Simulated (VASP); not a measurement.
A run of VASP 6.6.1 is set up as follows.

Contents of POSCAR:

```
BN
1.0
    0.0000000000      1.7586109700      1.7858059850
    1.7586109700      0.0000000000      1.7858059850
    1.7586109700      1.7586109700      0.0000000000
B N
1 1
Direct
    0.0000000000      0.0000000000      0.0000000000
    0.7500000000      0.7500000000      0.7500000000
```

Contents of INCAR.step1:

```
SYSTEM = BN
ALGO = Normal
EDIFF = 1E-4
ENCUT = 520
GGA = PE
ISMEAR = 0
LASPH = .TRUE.
LCHARG = .FALSE.
LREAL = .FALSE.
LWAVE = .TRUE.
NBANDS = 11
NELM = 100
PREC = Accurate
SIGMA = 0.05
```

Contents of INCAR.step2:

```
SYSTEM = BN
ALGO = Normal
EDIFF = 1E-7
ENCUT = 520
ISIF = 2
ISMEAR = 0
ISTART = 1
LASPH = .TRUE.
LCHARG = .FALSE.
LMIXTAU = .TRUE.
LREAL = .FALSE.
LWAVE = .FALSE.
METAGGA = R2SCAN
NBANDS = 11
NELM = 100
PREC = Accurate
SIGMA = 0.05
```

Contents of KPOINTS:

```
k-points
0
G
  12 12 12
  0 0 0
```

Potentials or basis: VASP PAW PBE potentials, release 64 (B, N).

The run is started by

```bash
$ cat potpaw_PBE.64/B/POTCAR potpaw_PBE.64/N/POTCAR > POTCAR
$ cp INCAR.step1 INCAR
$ mpirun -np 1 vasp_std > vasp.out
$ cp INCAR.step2 INCAR
$ mpirun -np 1 vasp_std > vasp.out
```

Q: Predict the band gap on the k mesh.

A: 4.90 eV, indirect (least direct gap 9.76 eV).

Q: Predict the pressure.

A: 28.8 GPa.

Stress tensor (GPa, compression positive):
```
32.40  0.00  0.00
 0.00 32.40  0.00
 0.00  0.00 21.63
```

Caveat: the cell differs from its parent crystal (strain -0.030 along x and y, -0.015 along z); the PAW data sets were made with another functional, which shifts forces and pressure a little. A k mesh can miss the band edges.
